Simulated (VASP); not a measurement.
Set up this calculation in VASP 6.6.1, as the native input.

| Quantity | Value |
| --- | --- |
| Task | single point |
| Functional | PBEsol |
| Potentials or basis | VASP PAW PBE potentials, release 64 (I, K_sv) |
| Cutoff | 520 eV |
| k mesh | 6 × 6 × 6 |
| Occupations | gaussian, width 0.01 eV |
| Spin | no spin polarisation |
| Dipole correction | no |
| Further INCAR settings | ALGO = Normal; EDIFF = 1e-06; NBANDS = 15 |

The structure of KI lies in POSCAR:

```
KI
1.0
    0.0000000000      3.5327750000      3.5327750000
    3.5327750000      0.0000000000      3.5327750000
    3.5327750000      3.5327750000      0.0000000000
I K
1 1
Direct
    0.5000000000      0.5000000000      0.5000000000
    0.0000000000      0.0000000000      0.0000000000
```

These files were run (other wordings do the same):

INCAR

```
SYSTEM = KI
PREC = Accurate
ENCUT = 520
EDIFF = 1E-6
ISMEAR = 0
SIGMA = 0.01
LREAL = .False.
LASPH = .True.
NELM = 60
ALGO = Normal
ISIF = 2
LWAVE = .False.
LCHARG = .False.
GGA = PS
NBANDS = 15
```

KPOINTS

```
regular mesh
0
Gamma
  6 6 6
  0 0 0
```

Potentials or basis: VASP PAW PBE potentials, release 64 (I, K_sv).

The run is started by

```bash
$ cat potpaw_PBE.64/I/POTCAR potpaw_PBE.64/K_sv/POTCAR > POTCAR
$ mpirun -np 1 vasp_std > vasp.out
```

It gave:

```json
{"Pressure": "-0.2 GPa", "Band gap on the k mesh": "3.81 eV"}
```

Caveat: the PAW data sets were made with another functional, which shifts forces and pressure a little; spin-orbit coupling is left out, which moves the levels of the heavy elements.

Wall time 12 s on 1 thread of Intel(R) Xeon(R) 6975P-C (Granite Rapids), on a shared host, peak memory 0.23 GiB.
